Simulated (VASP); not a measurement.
**Pd: single point with PBEsol**

Crystal: Pd.

```xyz
1
Lattice="0.0000 1.9094 1.9094 1.9094 0.0000 1.9094 1.9094 1.9094 0.0000" Properties=species:S:1:pos:R:3 pbc="T T T"
Pd    0.0000    0.0000    0.0000
```

```yaml
Program: VASP 6.6.1
Task: single point
Functional: PBEsol
Potentials_or_basis: VASP PAW PBE potentials, release 64 (Pd)
Cutoff: 500 eV
k_mesh: 10 × 10 × 10
Occupations: gaussian, width 0.1 eV
Spin: no spin polarisation
```

- Pressure: 9.7 GPa
- Band gap on the k mesh: zero (bands 5 and 6 overlap by 1.74 eV)

Levels at points of the mesh, in eV from the Fermi level:
```tsv
k point	band 2	band 3	band 4	band 5	band 6	band 7	band 8	band 9
(0.00, 0.00, 0.00)	-3.15	-3.15	-3.15	-1.36	-1.36	17.10	22.21	22.21
(0.50, 0.00, 0.00)	-3.20	-3.20	-0.03	-0.03	0.76	7.72	16.48	21.54
(0.50, 0.50, 0.00)	-5.65	-0.06	0.32	0.32	3.22	11.31	13.40	13.40
```

Run time: 3.2 s on 1 thread of Intel(R) Xeon(R) 6975P-C (Granite Rapids), on a shared host, peak memory 0.12 GiB.

Caveat: the cell stands under pressure; the PAW data sets were made with another functional, which shifts forces and pressure a little.
